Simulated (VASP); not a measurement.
A run of VASP 6.6.1 is set up as follows.

File INCAR:

```
ALGO     = Normal         # electronic algorithm
EDIFF    = 1E-6           # SCF threshold, eV
ENCUT    = 520            # plane-wave cutoff, eV
GGA      = PS             # functional
ISIF     = 2              # what is computed and relaxed
ISMEAR   = 0              # smearing method
LASPH    = T              # aspherical terms in the spheres
LCHARG   = F              # write CHGCAR
LREAL    = F              # projectors in reciprocal space
LWAVE    = F              # write WAVECAR
NBANDS   = 16             # bands
NELM     = 100            # most SCF steps
PREC     = Accurate       # precision mode
SIGMA    = 0.15           # smearing width, eV
```

Contents of KPOINTS:

```
k-points
0
Gamma
  12 12 12
```

POSCAR

```
InSb
1.0
    0.0000000000      3.2391000000      3.2391000000
    3.4820325000      0.0000000000      3.2391000000
    3.4820325000      3.2391000000      0.0000000000
In Sb
1 1
Direct
    0.0000000000      0.0000000000      0.0000000000
    0.7500000000      0.7500000000      0.7500000000
```

Potentials or basis: VASP PAW PBE potentials, release 64 (In_d, Sb).

Command:

```console
$ cat potpaw_PBE.64/In_d/POTCAR potpaw_PBE.64/Sb/POTCAR > POTCAR
$ mpirun -np 1 vasp_std > vasp.out
```

Question: Estimate the pressure.

Answer: -2.0 GPa.

Question: Estimate the band gap on the k mesh.

Answer: Zero (filled and empty bands touch).

Stress tensor (GPa, compression positive):
```
-3.55  0.00  0.00
 0.00 -1.28  0.00
 0.00  0.00 -1.28
```

Caveat: the cell differs from its parent crystal (strain +0.0750 x Voigt [1, 0, 0, 0, 0, 0]); semilocal functionals underestimate gaps, so a narrow gap can read as zero; the PAW data sets were made with another functional, which shifts forces and pressure a little; spin-orbit coupling is left out, which moves the levels of the heavy elements.
